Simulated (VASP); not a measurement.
# La5O8 (a cell with a defect) in VASP: single point with LDA

Aim: the single point of La5O8 (a cell with a defect) with LDA.

All numbers are computed with VASP 6.6.1; they aren't measurements. Logs are shortened: lines on timing, memory, paths and dates and some standing lists are left out, and cuts for length are marked.

## (1) The cell of the first run

The cell holds a defect, 39 atoms: a = 7.881 Å, b = 7.881 Å, c = 12.376 Å, α = 90.00°, β = 90.00°, γ = 120.00°.

## (2) Single point, LDA

INCAR reads:

```
SYSTEM = La5O8
ALGO = Normal
EDIFF = 1E-6
ENCUT = 520
GGA = CA
GGA_COMPAT = .FALSE.
ISIF = 2
ISMEAR = -1
LASPH = .TRUE.
LCHARG = .FALSE.
LMAXMIX = 6
LREAL = Auto
LWAVE = .FALSE.
NBANDS = 180
NELECT = 312.0
NELM = 200
PREC = Accurate
SIGMA = 0.01
```

KPOINTS reads:

```
Automatic mesh
0
Gamma
  1 1 1
  0.25 0.25 0.25
```

POSCAR reads:

```
La5O8
1.0
    7.8811453700     -0.0000000600      0.0000000000
   -3.9405726400      6.8252721300      0.0000000000
    0.0000000000      0.0000000000     12.3757188400
La O
15 24
Direct
    0.3346201600      0.1406576200      0.3711367500
    0.1618663100      0.3187917800      0.1139673300
    0.3442087700      0.1747222300      0.8732128900
    0.2503797100      0.4996251200      0.4994674300
    0.1563898700      0.8241272000      0.1252438400
    0.3387058700      0.6801863400      0.8834946300
    0.1657028600      0.8582186000      0.6273734800
    0.8093157900      0.1310931200      0.3691788600
    0.6652851300      0.3297196500      0.1180239800
    0.8328299200      0.1792098200      0.8761279000
    0.6705740600      0.3424914700      0.6242673900
    0.8299603200      0.6563611500      0.3741967100
    0.6675759400      0.8196183000      0.1222860000
    0.8351930300      0.6690312600      0.8805827900
    0.6913273100      0.8676710800      0.6293279400
    0.3281110000      0.1616241700      0.1740116200
    0.1590887000      0.3165904900      0.3373597900
   -0.0078347700     -0.0272732200      0.0101599900
    0.3356798100      0.1714366100      0.6826613800
    0.1736660300      0.3458621000      0.8867685400
   -0.0273804200     -0.0373455600      0.4906523800
    0.3268166700      0.6528800700      0.1123232500
    0.1647240400      0.8276429100      0.3157739000
   -0.0411402600      0.4997987800     -0.0025133400
    0.3412700000      0.6820423400      0.6623962300
    0.1722154100      0.8374920200      0.8245145000
   -0.0343538800      0.5100772400      0.5031439500
    0.8382190900      0.1589826000      0.1698409300
    0.6598524300      0.3132797100      0.3147534100
    0.5082590500      0.0259572000     -0.0117232200
    0.8446476600      0.1786863700      0.6882676300
    0.6693440400      0.3439674500      0.8187223000
    0.5273583500      0.0352337000      0.5081485100
    0.8311344900      0.6547301100      0.1796781900
    0.6561916700      0.8202973200      0.3101469300
    0.5415222900      0.4987907100      0.0010397600
    0.8405756200      0.6853915700      0.6839572000
    0.6627227700      0.8400537800      0.8286983700
    0.5352780900      0.4895696600      0.4956910600
```

Potentials or basis: VASP PAW LDA potentials, release 64 (La, O).

Launch:

```sh
$ cat potpaw_LDA.64/La/POTCAR potpaw_LDA.64/O/POTCAR > POTCAR
$ mpirun -np 1 vasp_std > vasp.out
```

OUTCAR:

```text
SYSTEM = La5O8
   EDIFF = 1E-6
   ENCUT = 520
   GGA = CA
   ISIF = 2
   ISMEAR = -1
   LASPH = .TRUE.
   LREAL = Auto
   NELECT = 312.0
   NELM = 200
   PREC = Accurate

 ion  position               nearest neighbor table
   1  0.335  0.141  0.371-  23 2.25  29 2.33  17 2.43  16 2.45  33 2.67   4 3.58
   2  0.162  0.319  0.114-  22 2.28  28 2.31  16 2.33  18 2.69  17 2.76  20 2.82
   3  0.344  0.175  0.873-  32 2.32  20 2.34  19 2.36  26 2.38  30 2.57  36 2.73
   4  0.250  0.500  0.499-  39 2.29  27 2.29  17 2.36  25 2.37   7 3.58   1 3.58  15 3.60   8 3.61

   5  0.156  0.824  0.125-  34 2.32  22 2.34  23 2.36  16 2.38  18 2.57  24 2.73
   6  0.339  0.680  0.883-  20 2.28  38 2.31  26 2.33  30 2.69  25 2.74
   7  0.166  0.858  0.627-  19 2.25  37 2.33  25 2.44  26 2.45  21 2.67   4 3.58
   8  0.809  0.131  0.369-  35 2.24  29 2.37  17 2.42  28 2.48  33 2.61  21 2.72   4 3.61
   9  0.665  0.330  0.118-  34 2.35  16 2.40  28 2.43  29 2.44  36 2.47  24 2.50  30 2.62
  10  0.833  0.179  0.876-  31 2.33  20 2.33  32 2.35  38 2.39  30 2.62  24 2.67
  11  0.671  0.342  0.624-  19 2.40  32 2.41  31 2.44  37 2.45  39 2.50  27 2.52  33 2.54
  12  0.830  0.656  0.374-  23 2.40  34 2.41  35 2.44  29 2.45  27 2.50  39 2.52  21 2.54
  13  0.668  0.820  0.122-  35 2.33  22 2.33  34 2.35  28 2.39  18 2.62  36 2.67
  14  0.835  0.669  0.881-  32 2.35  26 2.40  38 2.43  37 2.44  24 2.47  36 2.50  18 2.62
  15  0.691  0.868  0.629-  31 2.24  37 2.37  25 2.43  38 2.48  21 2.60  33 2.71   4 3.60
  16  0.328  0.162  0.174-   2 2.33   5 2.38   9 2.40   1 2.45
  17  0.159  0.317  0.337-   4 2.36   8 2.42   1 2.43   2 2.76
  18  0.992  0.973  0.010-   5 2.57  13 2.62  14 2.62   2 2.69
  19  0.336  0.171  0.683-   7 2.25   3 2.36  11 2.40
  20  0.174  0.346  0.887-   6 2.28  10 2.33   3 2.34   2 2.82
  21  0.973  0.963  0.491-  12 2.54  15 2.60   7 2.67   8 2.72
  22  0.327  0.653  0.112-   2 2.28  13 2.33   5 2.34
  23  0.165  0.828  0.316-   1 2.25   5 2.36  12 2.40
  24  0.959  0.500  0.997-  14 2.47   9 2.50  10 2.67   5 2.73
  25  0.341  0.682  0.662-   4 2.37  15 2.43   7 2.44   6 2.74
  26  0.172  0.837  0.825-   6 2.33   3 2.38  14 2.40   7 2.45
  27  0.966  0.510  0.503-   4 2.29  12 2.50  11 2.52
  28  0.838  0.159  0.170-   2 2.31  13 2.39   9 2.43   8 2.48
  29  0.660  0.313  0.315-   1 2.33   8 2.37   9 2.44  12 2.45
  30  0.508  0.026  0.988-   3 2.57  10 2.62   9 2.62   6 2.69
  31  0.845  0.179  0.688-  15 2.24  10 2.33  11 2.44
  32  0.669  0.344  0.819-   3 2.32  14 2.35  10 2.35  11 2.41
  33  0.527  0.035  0.508-  11 2.54   8 2.61   1 2.67  15 2.71
  34  0.831  0.655  0.180-   5 2.32   9 2.35  13 2.35  12 2.41
  35  0.656  0.820  0.310-   8 2.24  13 2.33  12 2.44
  36  0.542  0.499  0.001-   9 2.47  14 2.50  13 2.67   3 2.73
  37  0.841  0.685  0.684-   7 2.33  15 2.37  14 2.44  11 2.45
  38  0.663  0.840  0.829-   6 2.31  10 2.39  14 2.43  15 2.48
  39  0.535  0.490  0.496-   4 2.29  11 2.50  12 2.52

  LATTYP: Found a hexagonal cell.
 ALAT       =     7.8811453700
 C/A-ratio  =     1.5702944507
[... 200 lines left out ...]
   NUPDOWN=      -1.0000    fix difference up-down
   EMIN   =  10.00;   EMAX   =-10.00  energy-range for DOS
   EFERMI =   0.00;   METHOD = LEGACY
   ISMEAR =    -1;   SIGMA  =   0.01  broadening in eV -4-tet -1-fermi 0-gaus
   EFERMI_NEDOS =   21; number of points for ismear=-14 and -15
   IALGO  =     38    algorithm
   IMIX   =      4    mixing-type and parameters
     AMIX     =   0.40;   BMIX     =  1.00
     AMIX_MAG =   1.60;   BMIX_MAG =  1.00
  volume/ion in A,a.u.               =      17.07       115.19
  Fermi-wavevector in a.u.,A,eV,Ry     =   1.271647  2.403064 22.001780  1.617085
  Thomas-Fermi vector in A             =   2.404568
   LORBIT       =      0    0 simple, 1 ext, 2 COOP (PROOUT), +10 PAW based schemes
   GGA     = CA    functional components
   LHFCALC =     F    Hartree Fock is set to
   AEXX    =    0.0000 exact exchange contribution
   IVDW    =     0    specifies the selected vdW correction
   LEPSILON=     F    determine dielectric tensor
   LRPA    =     F    only Hartree local field effects (RPA)
 non-spin polarized calculation
  energy-cutoff  :      520.00
  volume of cell :      665.70
 maximum number of plane-waves:     17910
 NGX is ok and might be reduce to    60
   NGX = 29   NGY = 29   NGZ = 47

 number of electron     311.9999983 magnetization

 Free energy of the ion-electron system (eV)
  ---------------------------------------------------
  ext. energy  EPLUGINS =         0.00000000
  ---------------------------------------------------
  free energy    TOTEN  =      -331.81432100 eV

  energy without entropy =     -331.81432100  energy(sigma->0) =     -331.81432100

 E-fermi :   5.3150     XC(G=0): -10.6259

 val. band max:        5.0090277542   @ k =  -0.2500   0.5000   0.2500
 cond. band min:       8.6511944180   @ k =  -0.2500   0.5000   0.2500
 fundamental gap:      3.6421666637
 Fermi energy:         5.3149733080

 k-point     1 :       0.2500    0.2500    0.2500
  band No.  band energies     occupation
      1     -25.0632      2.00000
      2     -24.8683      2.00000
      3     -24.8233      2.00000
      4     -24.6808      2.00000
      5     -24.6428      2.00000
      6     -24.6201      2.00000
[... 1015 lines left out ...]
    167       9.3897      0.00000
    168       9.4597      0.00000
 [bands above 168 left out]

------------------------ aborting loop because EDIFF is reached ----------------------------------------

  FORCE on cell =-STRESS in cart. coord.  units (eV):
  Direction    XX          YY          ZZ          XY          YZ          ZX
  --------------------------------------------------------------------------------------
  -------------------------------------------------------------------------------------
  Total        7.3649391      7.8714643      4.9808358      0.0700193      4.5540187     -1.1434405
  in kB       17.7255614     18.9446405     11.9876227      0.1685188     10.9603810     -2.7519744
  external PRESSURE =      16.2192749 kB  Pullay stress =       0.0000000 kB

 VOLUME and BASIS-vectors are now :
 -----------------------------------------------------------------------------
  energy-cutoff  :      520.00
  volume of cell :      665.70
      direct lattice vectors                 reciprocal lattice vectors
     7.881145370 -0.000000060  0.000000000     0.126885111  0.073257152  0.000000000
    -3.940572640  6.825272130  0.000000000     0.000000001  0.146514305  0.000000000
     0.000000000  0.000000000 12.375718840     0.000000000  0.000000000  0.080803387

 POSITION                                       TOTAL-FORCE (eV/Angst)
 -----------------------------------------------------------------------------------
      2.08292      0.96003      4.59308        -0.036708      0.084485     -0.193025
      0.01947      2.17584      1.41043         0.047918     -0.078101      0.020775
      2.02425      1.19253     10.80664         0.006641      0.058830     -0.071785
      0.00447      3.41008      6.18127        -0.001505      0.000593      0.001307
     -2.01500      5.62489      1.54998        -0.007716     -0.060364      0.070192
     -0.01093      4.64246     10.93388        -0.048721      0.079871     -0.024335
[... 31 lines left out ...]
      1.91272      5.73360     10.25574         0.049866     -0.007526     -0.025839
      2.28942      3.34145      6.13453         0.042932     -0.005519      0.028363
 -----------------------------------------------------------------------------------
    total drift:                                0.011446      0.004773     -0.010888

  FREE ENERGIE OF THE ION-ELECTRON SYSTEM (eV)
  ---------------------------------------------------
  free  energy   TOTEN  =      -331.8143210037 eV

  energy  without entropy=     -331.8143210037  energy(sigma->0) =     -331.81432100
```

OSZICAR:

```text
N       E                     dE             d eps       ncg     rms          rms(c)
DAV:   1     0.524229496810E+04    0.52423E+04   -0.10657E+05  2160   0.268E+03
DAV:   2     0.222633550034E+04   -0.30160E+04   -0.28610E+04  2560   0.620E+02
DAV:   3     0.589962386276E+03   -0.16364E+04   -0.16010E+04  3360   0.371E+02
[... 13 lines left out ...]
DAV:  17    -0.331814297708E+03   -0.46371E-04   -0.65954E-04  4296   0.944E-02    0.276E-02
DAV:  18    -0.331814311656E+03   -0.13948E-04   -0.24609E-04  4232   0.592E-02    0.115E-02
DAV:  19    -0.331814318346E+03   -0.66897E-05   -0.89894E-05  3872   0.331E-02    0.870E-03
DAV:  20    -0.331814319362E+03   -0.10165E-05   -0.29645E-05  2328   0.227E-02    0.491E-03
DAV:  21    -0.331814321412E+03   -0.20498E-05   -0.28138E-05  2872   0.194E-02    0.618E-03
DAV:  22    -0.331814321004E+03    0.40822E-06   -0.49766E-06  1872   0.134E-02
   1 F= -.33181432E+03 E0= -.33181432E+03  d E =-.892305E-14
```

It took 59 min on 1 thread of Oxide Virtual Turin-like, shared host; peak memory 0.77 GiB.

What came out:

| Item | Value |
| --- | --- |
| Free energy | -331.8143 eV |
| Largest force | 0.384 eV/Å |

Forces in eV/Å, atoms in the order of the input:
```
La  -0.037  0.084 -0.193
La   0.048 -0.078  0.021
La   0.007  0.059 -0.072
La  -0.002  0.001  0.001
La  -0.008 -0.060  0.070
La  -0.049  0.080 -0.024
La   0.034 -0.089  0.192
La  -0.081  0.007 -0.199
La   0.093  0.009  0.057
La  -0.135  0.057 -0.152
La   0.105 -0.025  0.088
La  -0.106  0.027 -0.084
La   0.137 -0.060  0.155
La  -0.093 -0.008 -0.057
La   0.082 -0.010  0.198
O   -0.076  0.049  0.004
O    0.000 -0.221  0.152
O   -0.013 -0.045  0.068
O    0.171 -0.145  0.159
O    0.038 -0.021  0.142
O   -0.037 -0.132 -0.059
O   -0.036  0.025 -0.141
O   -0.171  0.147 -0.160
O   -0.102 -0.006 -0.028
O    0.003  0.221 -0.149
O    0.075 -0.052 -0.007
O   -0.042  0.007 -0.026
O   -0.053  0.008  0.024
O    0.102 -0.104 -0.005
O    0.015  0.047 -0.069
O   -0.316 -0.207  0.073
O    0.102 -0.036  0.007
O    0.039  0.136  0.061
O   -0.102  0.035 -0.007
O    0.314  0.208 -0.072
O    0.104  0.001  0.027
O   -0.101  0.104  0.005
O    0.050 -0.008 -0.026
O    0.043 -0.006  0.028
```

Caveat: the cell carries a net charge on a neutralising background, which shifts energy and pressure; the cell is charged against a uniform background, so pressure and absolute levels hang on convention; spin-orbit coupling is left out, which moves the levels of the heavy elements.
